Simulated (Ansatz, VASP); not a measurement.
HfSi3O2: VASP beside Ansatz

The input INCAR:

```
  ALGO = Normal
  EDIFF = 1E-7
  EDIFFG = -0.01
  ENCUT = 600
  GGA = PE
  IBRION = 2
  ISIF = 3
  ISMEAR = 0
  LASPH = True
  LCHARG = False
  LREAL = False
  LWAVE = False
  NELM = 60
  NSW = 100
  PREC = Accurate
  SIGMA = 0.1
```

KPOINTS

```
k-points
0
Gamma
  8 8 6
```

File POSCAR:

```
HfSi3O2
1.0
    5.3147619080     -2.0138850217      0.0000000000
    5.3147619080      2.0138850217      0.0000000000
   -4.4951806946      0.0000000000      5.4456810558
Hf Si O
1 3 2
Direct
    0.4087368707      0.4087368707      0.6061678453
    0.3695569808      0.3695569808      0.1793454704
    0.0896405528      0.0896405528      0.9554289678
    0.9907449640      0.9907449640      0.1793007113
    0.9601221551      0.9601221551      0.6244457798
    0.1811995166      0.1811995166      0.4553133454
```

Input for Ansatz:

```yaml
crystal:
  lattice:
    - [5.314761908, -2.0138850217, 0.0]
    - [5.314761908, 2.0138850217, 0.0]
    - [-4.4951806946, 0.0, 5.4456810558]
  atoms:
    - { symbol: Hf, position: [0.4087368707, 0.4087368707, 0.6061678453] }
    - { symbol: Si, position: [0.3695569808, 0.3695569808, 0.1793454704] }
    - { symbol: Si, position: [0.0896405528, 0.0896405528, 0.9554289678] }
    - { symbol: Si, position: [0.990744964, 0.990744964, 0.1793007113] }
    - { symbol: O, position: [0.9601221551, 0.9601221551, 0.6244457798] }
    - { symbol: O, position: [0.1811995166, 0.1811995166, 0.4553133454] }
basis:
  ecutwfc: 420
kpoints:
  mp_grid: { grid: [8, 8, 6] }
hamiltonian:
  xc: pbe
scf:
  occupations: { method: gaussian, width: 0.1 }
output:
  forces: true
  stress: true
  eigenvalues: true
relax:
  adjacent_minimum: "off"
  f_tol: 0.01
  max_steps: 80
  cell: { stress_tol: 0.05 }
```

Change from the starting cell: species swapped into the Ca2Zn3Ga type (Cm, No. 8).

Alike in both runs: task relaxation of cell and atoms; functional PBE; k mesh 8 × 8 × 6; occupations gaussian, width 0.1 eV; no spin polarisation.

|  | VASP | Ansatz |
| --- | --- | --- |
| version | VASP 6.6.1 | Ansatz 0.2.0 |
| potentials or method | VASP PAW PBE potentials, release 64 (Hf_pv, Si, O), cutoff 600 eV | scalar-relativistic, plane waves, PAW |
| valence electrons in the cell | 34 | 50 |

```tsv
	VASP	Ansatz	Ansatz less VASP
relaxed volume (Å³/atom)	19.36	19.44	+0.081
relaxed length of the cell vector where the two differ most in proportion (Å)	5.679	5.684	+0.0051
```

VASP's potentials hold 34 valence electrons a cell and Ansatz's 50, so a difference there can come from the potentials and not from the codes.

Spin-orbit coupling is off throughout.
